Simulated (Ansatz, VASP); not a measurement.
## AlSn: VASP beside Ansatz

Contents of POSCAR:

```
AlSn
1.0
    4.1124059441      0.0000000000      0.0000000000
   -2.0562029720      3.5614480182      0.0000000000
    0.0000000000      0.0000000000      3.2393413848
Sn Al
1 1
Direct
    0.3333333333      0.6666666667      0.5000000000
    0.0000000000      0.0000000000      0.0000000000
```

INCAR.step1

```
PREC = Accurate
ENCUT = 520
EDIFF = 1E-5
ISMEAR = -1
SIGMA = 0.05
LREAL = False
LASPH = True
NELM = 60
ALGO = Normal
ISIF = 2
LWAVE = True
LCHARG = False
GGA = PE
NBANDS = 16
```

File INCAR.step2:

```
PREC = Accurate
ENCUT = 520
EDIFF = 1E-7
ISMEAR = -1
SIGMA = 0.05
LREAL = False
LASPH = True
NELM = 60
ALGO = Normal
ISIF = 2
LWAVE = False
LCHARG = False
GGA = PE
LHFCALC = True
HFSCREEN = 0.2079
PRECFOCK = Normal
ISTART = 1
NBANDS = 16
```

Contents of KPOINTS:

```
regular mesh
0
Gamma
  4 4 6
```

Contents of input:

```
crystal:
  lattice:
    - [4.1124059441, 0.0, 0.0]
    - [-2.056202972, 3.5614480182, 0.0]
    - [0.0, 0.0, 3.2393413848]
  atoms:
    - { symbol: Sn, position: [0.3333333333, 0.6666666667, 0.5] }
    - { symbol: Al, position: [0.0, 0.0, 0.0] }
hamiltonian:
  xc: hse06
  pseudopotentials: { kind: paw }
kpoints:
  mp_grid: { grid: [4, 4, 6] }
scf:
  occupations: { method: fermi_dirac, width: 0.05 }
output:
  forces: true
  stress: true
  eigenvalues: true
```

Alike in both runs: task single point; functional HSE06; k mesh 4 × 4 × 6; occupations fermi-dirac, width 0.05 eV; no spin polarisation.

|  | VASP | Ansatz |
| --- | --- | --- |
| version | VASP 6.6.1 | Ansatz 0.2.0 |
| potentials or method | VASP PAW PBE potentials, release 64 (Sn_d, Al) | Ansatz PAW |
| plane-wave cutoff (eV) | 520 | 420 |
| valence electrons in the cell | 17 | 17 |

```csv
,VASP,Ansatz,Ansatz less VASP
gap on the k mesh at the Fermi level (eV),none,none,-
pressure (GPa),2.3,2.3,-0.01
"traceless stress, the component that is largest in VASP (GPa)",-1.12,-1.01,+0.105
```

A gap of «none» marks a metal or a gap that the smearing closes.

The k mesh is coarse, so the values compare programs but aren't converged.
